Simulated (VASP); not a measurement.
Here is a VASP 6.6.1 calculation.

Contents of INCAR:

```
SYSTEM = EuO
PREC = Accurate ; ENCUT = 600
EDIFF = 1E-6 ; ISMEAR = 0
SIGMA = 0.05 ; LREAL = .FALSE.
LASPH = .TRUE. ; NELM = 200
ALGO = Normal ; ISIF = 2
LWAVE = .FALSE. ; LCHARG = .FALSE.
ISPIN = 2 ; MAGMOM = 7.38 -0.08
LORBIT = 11 ; LMAXMIX = 6
LDAU = .TRUE. ; LDAUTYPE = 2
LDAUL = 3 -1 ; LDAUU = 6 0
LDAUJ = 0 0 ; LDAUPRINT = 1
GGA = CA ; NBANDS = 22
GGA_COMPAT = .FALSE.
```

Contents of KPOINTS:

```
Automatic mesh
0
G
  8 8 8
  0 0 0
```

File POSCAR:

```
EuO
1.0
    0.0000000000      2.5254978421      2.5254978421
    2.5254978421      0.0000000000      2.5254978421
    2.5254978421      2.5254978421      0.0000000000
Eu O
1 1
Direct
    0.5000000000      0.5000000000      0.5000000000
    0.0000000000      0.0000000000      0.0000000000
```

Potentials or basis: VASP PAW PBE potentials, release 64 (Eu, O).

The run is started by

```sh
$ cat potpaw_PBE.64/Eu/POTCAR potpaw_PBE.64/O/POTCAR > POTCAR
$ mpirun -np 1 vasp_std > vasp.out
```

Task: Estimate the site moments.

Result: Eu +6.74; O -0.09 μB.

Task: Predict the net moment.

Result: 7.00 μB per cell.

Task: Predict the pressure.

Result: -2.4 GPa.

Eigenvalues of the final occupation matrices:
| site | spin | trace | eigenvalues |
| --- | --- | --- | --- |
| site 1 f | 1 | 6.78 | 0.96 0.97 0.97 0.97 0.97 0.97 0.97 |
| site 1 f | 2 | 0.02 | 0.00 0.00 0.00 0.00 0.01 0.01 0.01 |

Caveat: the PAW data sets were made with another functional, which shifts forces and pressure a little; spin-orbit coupling is left out, which moves the levels of the heavy elements; a cell with one magnetic atom can't hold antiferromagnetic order, which such compounds often take. The state reached can hang on the start; a lower one may exist.
